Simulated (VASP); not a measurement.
The system is Cu.

```xyz
1
Lattice="0.0000 1.7045 1.7045 1.7045 0.0000 1.7045 1.7045 1.7045 0.0000" Properties=species:S:1:pos:R:3 pbc="T T T"
Cu    0.0000    0.0000    0.0000
```

This cell differs from its parent crystal: volume scaled by 0.91.

Base run:

```yaml
Program: VASP 6.6.1
Functional: LDA
Potentials_or_basis: VASP PAW LDA potentials, release 64 (Cu)
Cutoff: 520 eV
k_mesh: 20 × 20 × 20
Occupations: gaussian, width 0.1 eV
Spin: no spin polarisation
```

Its results: pressure 24.1 GPa.

Question: The run is repeated on the same cell with these changes: potentials or basis from VASP PAW LDA potentials, release 64 (Cu) to VASP PAW LDA potentials, release 64 (Cu_sv_GW); cutoff from 520 eV to 700 eV; further incar settings from ALGO = Fast; EDIFF = 1e-06; NBANDS = 12 to ALGO = Normal; EDIFF = 1e-06; NBANDS = 16; valence electrons from 11 to 19. What comes out?

Answer: Pressure 17.9 GPa.
